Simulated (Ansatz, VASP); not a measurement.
**One calculation of CdTe, two programs**

```
Cd Te
1.0
     0.00000    3.28211    3.28211
     3.28211    0.00000    3.28211
     3.28211    3.28211    0.00000
Cd Te
1 1
Direct
  0.00000 0.00000 0.00000
  0.25000 0.25000 0.25000
```

Alike in both runs: task relaxation of cell and atoms; functional PBE; k mesh 8 × 8 × 8; occupations gaussian, width 0.02 eV; no spin polarisation.

|  | VASP | Ansatz |
| --- | --- | --- |
| version | VASP 6.6.1 | Ansatz 0.2.0 |
| potentials or method | VASP PAW PBE potentials, release 64 (Cd, Te), cutoff 500 eV | scalar-relativistic, plane waves, PAW |
| valence electrons in the cell | 18 | 36 |

```tsv
	VASP	Ansatz	Ansatz less VASP
gap on the k mesh at the Fermi level, each at its own relaxed structure (eV)	0.57	0.58	+0.009
relaxed volume (Å³/atom)	36.34	36.25	-0.083
relaxed cell length with the largest relative difference (Å)	4.684	4.681	-0.0036
```

VASP's potentials hold 18 valence electrons a cell and Ansatz's 36, so a difference there can come from the potentials and not from the codes.

Neither program's run includes spin-orbit coupling.
